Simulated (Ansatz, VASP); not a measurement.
## Two plane-wave programs on C

Contents of POSCAR:

```
C
1.0
    0.0000000000      1.8150374010      1.8150374010
    1.8150374010      0.0000000000      1.8150374010
    1.8150374010      1.8150374010      0.0000000000
C
2
Direct
    0.0000000000      0.0000000000      0.0000000000
    0.2500000000      0.2500000000      0.2500000000
```

Contents of INCAR.step1:

```
SYSTEM = C
  ALGO = Normal
  EDIFF = 1E-4
  ENCUT = 520
  GGA = PE
  ISMEAR = 0
  LASPH = .True.
  LCHARG = .False.
  LREAL = .False.
  LWAVE = .True.
  NBANDS = 11
  NELM = 100
  PREC = Accurate
  SIGMA = 0.01
```

The input INCAR.step2:

```
SYSTEM = C
  ALGO = Normal
  EDIFF = 1E-6
  ENCUT = 520
  ISIF = 2
  ISMEAR = 0
  ISTART = 1
  LASPH = .True.
  LCHARG = .True.
  LELF = .True.
  LMIXTAU = .True.
  LREAL = .False.
  LVHAR = .True.
  LWAVE = .False.
  METAGGA = R2SCAN
  NBANDS = 11
  NELM = 100
  PREC = Accurate
  SIGMA = 0.01
```

File KPOINTS:

```
k-points
0
Gamma
  10 10 10
  0 0 0
```

Input for Ansatz:

```yaml
crystal:
  lattice:
    - [0.0, 1.815037401, 1.815037401]
    - [1.815037401, 0.0, 1.815037401]
    - [1.815037401, 1.815037401, 0.0]
  atoms:
    - { symbol: C, position: [0.0, 0.0, 0.0] }
    - { symbol: C, position: [0.25, 0.25, 0.25] }
kpoints:
  mp_grid: { grid: [10, 10, 10] }
hamiltonian:
  xc: r2scan
scf:
  occupations: { method: fixed }
  n_extra_bands: 4
output:
  forces: true
  stress: true
  eigenvalues: true
```

Alike in both runs: task single point; functional r2SCAN; k mesh 10 × 10 × 10; no spin polarisation.

```csv
,VASP,Ansatz
version,VASP 6.6.1,Ansatz 0.2.0
potentials or method,"VASP PAW PBE potentials, release 64 (C)","plane waves, PAW"
plane-wave cutoff (eV),520,500
occupations,"gaussian, width 0.01 eV",fixed
valence electrons in the cell,8,8
```

Ansatz gave:

| Property | Result |
| --- | --- |
| gap on the k mesh at the Fermi level (eV) | 4.28 |
| pressure (GPa) | -23.6 |

Q: What did VASP give for the same quantities?

A: gap on the k mesh at the Fermi level (eV): 4.25; pressure (GPa): -22.7.

VASP's potentials were made for PBE, not for r2SCAN.
